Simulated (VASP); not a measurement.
# S (P6_3/mmc) in VASP: notebook

Runs on S. Level: PBEsol. Tasks: single point.

Program: VASP 6.6.1. These are calculated values, not measurements. Logs are shortened: lines on timing, memory, paths and dates and some standing lists are left out, and cuts for length are marked.

### 1 The cell of the first run

It takes space group P6_3/mmc (No. 194, hexagonal). The conventional cell has a = 2.699 Å, b = 2.699 Å, c = 3.388 Å, α = 90.00°, β = 90.00°, γ = 120.00°. Within 3.0 Å of S (site symmetry -6m2) lie 12 S at 2.30 to 2.70 Å.

This isn't the form of S at room conditions, which is orthorhombic, of S8 rings.

### 2 Single point, PBEsol

Input file INCAR:

```
  PREC = Accurate
  ENCUT = 520
  EDIFF = 1E-6
  ISMEAR = -1
  SIGMA = 0.1
  LREAL = False
  LASPH = True
  NELM = 60
  ALGO = Normal
  ISIF = 2
  LWAVE = False
  LCHARG = False
  GGA = PS
  NBANDS = 13
```

Input file KPOINTS:

```
Automatic mesh
0
Gamma
  17 17 9
```

Input file POSCAR:

```
S
1.0
    2.6987009053      0.0000000000      0.0000000000
   -1.3493504526      2.3371435412      0.0000000000
    0.0000000000      0.0000000000      3.3878823539
S
2
Direct
    0.3333333333      0.6666666667      0.2500000000
    0.6666666667      0.3333333333      0.7500000000
```

Potentials or basis: VASP PAW PBE potentials, release 64 (S).

On the command line:

```bash
$ cat potpaw_PBE.64/S/POTCAR > POTCAR
$ mpirun -np 1 vasp_std > vasp.out
```

OUTCAR:

```text
PREC = Accurate
   ENCUT = 520
   EDIFF = 1E-6
   ISMEAR = -1
   LREAL = False
   LASPH = True
   NELM = 60
   ISIF = 2
   GGA = PS

 ion  position               nearest neighbor table
   1  0.333  0.667  0.250-   2 2.30   2 2.30   2 2.30   2 2.30   2 2.30   2 2.30
   2  0.667  0.333  0.750-   1 2.30   1 2.30   1 2.30   1 2.30   1 2.30   1 2.30

  LATTYP: Found a hexagonal cell.
 ALAT       =     2.6987009053
 C/A-ratio  =     1.2553752612

  Lattice vectors:

 A1 = (   2.6987009053,   0.0000000000,   0.0000000000)
 A2 = (  -1.3493504526,   2.3371435412,   0.0000000000)
 A3 = (   0.0000000000,   0.0000000000,   3.3878823539)

Analysis of symmetry for initial positions (statically):
=====================================================================
 Subroutine PRICEL returns:
 Original cell was already a primitive cell.

 Routine SETGRP: Setting up the symmetry group for a
 hexagonal supercell.

 Subroutine GETGRP returns: Found 24 space group operations
 (whereof 12 operations were pure point group operations)
 out of a pool of 24 trial point group operations.

The static configuration has the point symmetry D_3d.
 The point group associated with its full space group is D_6h.

Analysis of symmetry for dynamics (positions and initial velocities):
=====================================================================
 Subroutine PRICEL returns:
 Original cell was already a primitive cell.

 Routine SETGRP: Setting up the symmetry group for a
 hexagonal supercell.

 Subroutine GETGRP returns: Found 24 space group operations
 (whereof 12 operations were pure point group operations)
 out of a pool of 24 trial point group operations.

The dynamic configuration has the point symmetry D_3d.
 The point group associated with its full space group is D_6h.

 Subroutine INISYM returns: Found 24 space group operations
 (whereof 12 operations are pure point group operations),
 and found     1 'primitive' translations

----------------------------------------------------------------------------------------

                                     Primitive cell

  volume of cell :      21.3682

  direct lattice vectors                    reciprocal lattice vectors
     2.698700905  0.000000000  0.000000000     0.370548658  0.213936368  0.000000000
    -1.349350453  2.337143541  0.000000000     0.000000000  0.427872735  0.000000000
     0.000000000  0.000000000  3.387882354     0.000000000  0.000000000  0.295169636

  length of vectors
[... 92 lines left out ...]
   PSTRESS=    0.0 pullay stress
   NELECT =      12.0000    total number of electrons
   NUPDOWN=      -1.0000    fix difference up-down
   EMIN   =  10.00;   EMAX   =-10.00  energy-range for DOS
   EFERMI =   0.00;   METHOD = LEGACY
   ISMEAR =    -1;   SIGMA  =   0.10  broadening in eV -4-tet -1-fermi 0-gaus
   EFERMI_NEDOS =   21; number of points for ismear=-14 and -15
   IALGO  =     38    algorithm
   IMIX   =      4    mixing-type and parameters
     AMIX     =   0.40;   BMIX     =  1.00
     AMIX_MAG =   1.60;   BMIX_MAG =  1.00
  volume/ion in A,a.u.               =      10.68        72.10
  Fermi-wavevector in a.u.,A,eV,Ry     =   1.350659  2.552376 24.820837  1.824280
  Thomas-Fermi vector in A             =   2.478145
   LORBIT       =      0    0 simple, 1 ext, 2 COOP (PROOUT), +10 PAW based schemes
   GGA     = PS    functional components
   LHFCALC =     F    Hartree Fock is set to
   AEXX    =    0.0000 exact exchange contribution
   IVDW    =     0    specifies the selected vdW correction
   LEPSILON=     F    determine dielectric tensor
   LRPA    =     F    only Hartree local field effects (RPA)
 non-spin polarized calculation
  energy-cutoff  :      520.00
  volume of cell :       21.37
 maximum number of plane-waves:       591
 NGX is ok and might be reduce to    20
   NGX =  9   NGY =  9   NGZ = 13

 number of electron      11.9999999 magnetization

 Free energy of the ion-electron system (eV)
  ---------------------------------------------------
  ext. energy  EPLUGINS =         0.00000000
  ---------------------------------------------------
  free energy    TOTEN  =        -5.82590654 eV

  energy without entropy =       -5.80581479  energy(sigma->0) =       -5.81586067

 E-fermi :  14.4874     XC(G=0): -13.1382

 val. band max:       14.4768773374   @ k =   0.2941   0.2941   0.0000
 cond. band min:      14.5129738564   @ k =   0.4706   0.0000   0.3333
 fundamental gap:      0.0360965190
 Fermi energy:        14.4874031136

 k-point     1 :       0.0000    0.0000    0.0000
  band No.  band energies     occupation
      1      -7.6574      2.00000
      2       4.0199      2.00000
      3       4.2790      2.00000
      4      13.3497      1.99998
      5      13.3497      1.99998
      6      17.1300      0.00000
      7      17.1300      0.00000
      8      19.6059      0.00000
      9      22.2906      0.00000
     10      25.9244      0.00000
     11      25.9654      0.00000
     12      25.9654      0.00000
     13      27.0863      0.00000
[... 354 lines left out ...]
  band No.  band energies     occupation
      1      -5.3930      2.00000
      2       4.1571      2.00000
      3       6.1051      2.00000
      4       7.9857      2.00000
      5       8.0027      2.00000
      6      15.6162      0.00003
      7      16.0005      0.00000
      8      17.1776      0.00000
      9      21.4816      0.00000
     10      21.7392      0.00000
     11      22.1753      0.00000
     12      30.3481      0.00000
     13      31.0637      0.00000

 [... further k-points ...]

------------------------ aborting loop because EDIFF is reached ----------------------------------------

  FORCE on cell =-STRESS in cart. coord.  units (eV):
  Direction    XX          YY          ZZ          XY          YZ          ZX
  --------------------------------------------------------------------------------------
  -------------------------------------------------------------------------------------
  Total        9.1962432      9.1962432      9.2291444      0.0000000      0.0000000     -0.0000000
  in kB      689.5290529    689.5290529    691.9959646      0.0000000      0.0000000     -0.0000000
  external PRESSURE =     690.3513568 kB  Pullay stress =       0.0000000 kB

 VOLUME and BASIS-vectors are now :
 -----------------------------------------------------------------------------
  energy-cutoff  :      520.00
  volume of cell :       21.37
      direct lattice vectors                 reciprocal lattice vectors
     2.698700905  0.000000000  0.000000000     0.370548658  0.213936368  0.000000000
    -1.349350453  2.337143541  0.000000000     0.000000000  0.427872735  0.000000000
     0.000000000  0.000000000  3.387882354     0.000000000  0.000000000  0.295169636

 POSITION                                       TOTAL-FORCE (eV/Angst)
 -----------------------------------------------------------------------------------
     -0.00000      1.55810      0.84697        -0.000000      0.000000      0.000000
      1.34935      0.77905      2.54091         0.000000     -0.000000      0.000000
 -----------------------------------------------------------------------------------
    total drift:                               -0.000000      0.000000     -0.000000

  FREE ENERGIE OF THE ION-ELECTRON SYSTEM (eV)
  ---------------------------------------------------
  free  energy   TOTEN  =        -5.8259065374 eV

  energy  without entropy=       -5.8058147939  energy(sigma->0) =       -5.81586067
```

OSZICAR:

```text
N       E                     dE             d eps       ncg     rms          rms(c)
DAV:   1     0.415628865667E+02    0.41563E+02   -0.60773E+03  4322   0.857E+02
DAV:   2    -0.421212652311E+01   -0.45775E+02   -0.43383E+02  5805   0.155E+02
DAV:   3    -0.582352472929E+01   -0.16114E+01   -0.16001E+01  5656   0.282E+01
DAV:   4    -0.583109087322E+01   -0.75661E-02   -0.75634E-02  5040   0.232E+00
DAV:   5    -0.583113882513E+01   -0.47952E-04   -0.47950E-04  5767   0.173E-01    0.275E+01
DAV:   6    -0.582726510873E+01    0.38737E-02   -0.16255E-03  5144   0.274E-01    0.165E+01
DAV:   7    -0.582590855846E+01    0.13566E-02   -0.34141E-03  5396   0.416E-01    0.617E-02
DAV:   8    -0.582590926515E+01   -0.70670E-06   -0.19761E-04  5300   0.106E-01    0.369E-02
DAV:   9    -0.582590630878E+01    0.29564E-05   -0.15394E-05  5488   0.262E-02    0.160E-02
DAV:  10    -0.582590653742E+01   -0.22864E-06   -0.78914E-07  3413   0.724E-03
   1 F= -.58259065E+01 E0= -.58158607E+01  d E =-.200917E-01
```

It took 43 s on 1 thread of AMD EPYC 7R13, shared host; peak memory 0.12 GiB.

Results:

| Item | Value |
| --- | --- |
| Free energy | -5.8259 eV |
| Pressure | 69.0 GPa |
| Band gap on the k mesh | zero (bands 6 and 7 overlap by 5.60 eV) |

Stress tensor (GPa, compression positive):
```
68.95  0.00  0.00
 0.00 68.95  0.00
 0.00  0.00 69.20
```

Caveat: the cell stands under pressure; the PAW data sets were made with another functional, which shifts forces and pressure a little.

### 3 Single point, PBEsol

Input file INCAR:

```
SYSTEM = S
  PREC = Accurate
  ENCUT = 520
  EDIFF = 1E-7
  ISMEAR = -1
  SIGMA = 0.1
  LREAL = .FALSE.
  LASPH = .TRUE.
  NELM = 100
  ALGO = Normal
  ISIF = 2
  LWAVE = .FALSE.
  LCHARG = .TRUE.
  GGA = PS
  LELF = .TRUE.
  LVHAR = .TRUE.
  NBANDS = 13
```

Input file KPOINTS:

```
Automatic mesh
0
G
  17 17 9
  0 0 0
```

Input file POSCAR:

```
S
1.0
    2.6994011382      0.0000000000      0.0000000000
   -1.3497005691      2.3377499607      0.0000000000
    0.0000000000      0.0000000000      3.3881430768
S
2
Direct
    0.3333333333      0.6666666667      0.2500000000
    0.6666666667      0.3333333333      0.7500000000
```

Potentials or basis: VASP PAW PBE potentials, release 64 (S).

On the command line:

```bash
$ cat potpaw_PBE.64/S/POTCAR > POTCAR
$ mpirun -np 1 vasp_std > vasp.out
```

OUTCAR:

```text
SYSTEM = S
   PREC = Accurate
   ENCUT = 520
   EDIFF = 1E-7
   ISMEAR = -1
   LREAL = .FALSE.
   LASPH = .TRUE.
   NELM = 100
   ISIF = 2
   GGA = PS

 ion  position               nearest neighbor table
   1  0.333  0.667  0.250-   2 2.30   2 2.30   2 2.30   2 2.30   2 2.30   2 2.30
   2  0.667  0.333  0.750-   1 2.30   1 2.30   1 2.30   1 2.30   1 2.30   1 2.30

  LATTYP: Found a hexagonal cell.
 ALAT       =     2.6994011382
 C/A-ratio  =     1.2551461985

  Lattice vectors:

 A1 = (   2.6994011382,   0.0000000000,   0.0000000000)
 A2 = (  -1.3497005691,   2.3377499607,   0.0000000000)
 A3 = (   0.0000000000,   0.0000000000,   3.3881430768)

Analysis of symmetry for initial positions (statically):
=====================================================================
 Subroutine PRICEL returns:
 Original cell was already a primitive cell.

 Routine SETGRP: Setting up the symmetry group for a
 hexagonal supercell.

 Subroutine GETGRP returns: Found 24 space group operations
 (whereof 12 operations were pure point group operations)
 out of a pool of 24 trial point group operations.

The static configuration has the point symmetry D_3d.
 The point group associated with its full space group is D_6h.

[... 169 lines left out ...]
  band No.  band energies     occupation
      1      -7.6606      2.00000
      2       4.0158      2.00000
      3       4.2712      2.00000
      4      13.3352      1.99998
      5      13.3352      1.99998
      6      17.1151      0.00000
      7      17.1151      0.00000
      8      19.5900      0.00000
      9      22.2722      0.00000
     10      25.9099      0.00000
     11      25.9517      0.00000
     12      25.9517      0.00000
     13      27.0726      0.00000
[... 354 lines left out ...]
  band No.  band energies     occupation
      1      -5.3977      2.00000
      2       4.1449      2.00000
      3       6.0996      2.00000
      4       7.9795      2.00000
      5       7.9934      2.00000
      6      15.6044      0.00003
      7      15.9861      0.00000
      8      17.1640      0.00000
      9      21.4692      0.00000
     10      21.7295      0.00000
     11      22.1618      0.00000
     12      30.3315      0.00000
     13      31.0464      0.00000

 [... further k-points ...]
[... 5 lines left out ...]
  --------------------------------------------------------------------------------------
  -------------------------------------------------------------------------------------
  Total        9.1747956      9.1747956      9.2109927      0.0000000      0.0000000     -0.0000000
  in kB      687.5111640    687.5111641    690.2235821      0.0000000      0.0000000     -0.0000000
  external PRESSURE =     688.4153034 kB  Pullay stress =       0.0000000 kB

 VOLUME and BASIS-vectors are now :
 -----------------------------------------------------------------------------
  energy-cutoff  :      520.00
  volume of cell :       21.38
      direct lattice vectors                 reciprocal lattice vectors
     2.699401138  0.000000000  0.000000000     0.370452537  0.213880872  0.000000000
    -1.349700569  2.337749961  0.000000000     0.000000000  0.427761744  0.000000000
     0.000000000  0.000000000  3.388143077     0.000000000  0.000000000  0.295146922

 POSITION                                       TOTAL-FORCE (eV/Angst)
 -----------------------------------------------------------------------------------
     -0.00000      1.55850      0.84704        -0.000000      0.000000      0.000000
      1.34970      0.77925      2.54111         0.000000      0.000000      0.000000
 -----------------------------------------------------------------------------------
    total drift:                               -0.000000      0.000000      0.000000

  FREE ENERGIE OF THE ION-ELECTRON SYSTEM (eV)
  ---------------------------------------------------
  free  energy   TOTEN  =        -5.8313915713 eV

  energy  without entropy=       -5.8112791654  energy(sigma->0) =       -5.82133537
```

OSZICAR:

```text
N       E                     dE             d eps       ncg     rms          rms(c)
DAV:   1     0.422085260415E+02    0.42209E+02   -0.61146E+03  4298   0.860E+02
DAV:   2    -0.416519921267E+01   -0.46374E+02   -0.43797E+02  5778   0.156E+02
DAV:   3    -0.582890828821E+01   -0.16637E+01   -0.16538E+01  5761   0.286E+01
DAV:   4    -0.583655939813E+01   -0.76511E-02   -0.76492E-02  4975   0.234E+00
DAV:   5    -0.583660626589E+01   -0.46868E-04   -0.46864E-04  5812   0.174E-01    0.274E+01
DAV:   6    -0.583274544372E+01    0.38608E-02   -0.16184E-03  5164   0.273E-01    0.165E+01
DAV:   7    -0.583139341877E+01    0.13520E-02   -0.34059E-03  5331   0.415E-01    0.619E-02
DAV:   8    -0.583139423254E+01   -0.81377E-06   -0.19749E-04  5410   0.106E-01    0.368E-02
DAV:   9    -0.583139132253E+01    0.29100E-05   -0.15323E-05  5355   0.262E-02    0.160E-02
DAV:  10    -0.583139155303E+01   -0.23050E-06   -0.81332E-07  5293   0.723E-03    0.574E-03
DAV:  11    -0.583139157133E+01   -0.18300E-07   -0.76883E-08  3676   0.193E-03
   1 F= -.58313916E+01 E0= -.58213354E+01  d E =-.201124E-01
```

It took 39 s on 1 thread of AMD EPYC 7R13, shared host; peak memory 0.12 GiB.

Results:

* Free energy: -5.8314 eV
* Pressure: 68.8 GPa
* Band gap on the k mesh: zero (bands 6 and 7 overlap by 5.59 eV)

Stress tensor (GPa, compression positive):
```
68.75  0.00  0.00
 0.00 68.75  0.00
 0.00  0.00 69.02
```

Levels at points of the mesh, in eV from the Fermi level:
| k point | band 3 | band 4 | band 5 | band 6 | band 7 | band 8 | band 9 | band 10 |
| --- | --- | --- | --- | --- | --- | --- | --- | --- |
| (0.00, 0.00, 0.00) | -10.20 | -1.14 | -1.14 | 2.64 | 2.64 | 5.11 | 7.80 | 11.43 |

Caveat: the cell stands under pressure; the PAW data sets were made with another functional, which shifts forces and pressure a little.
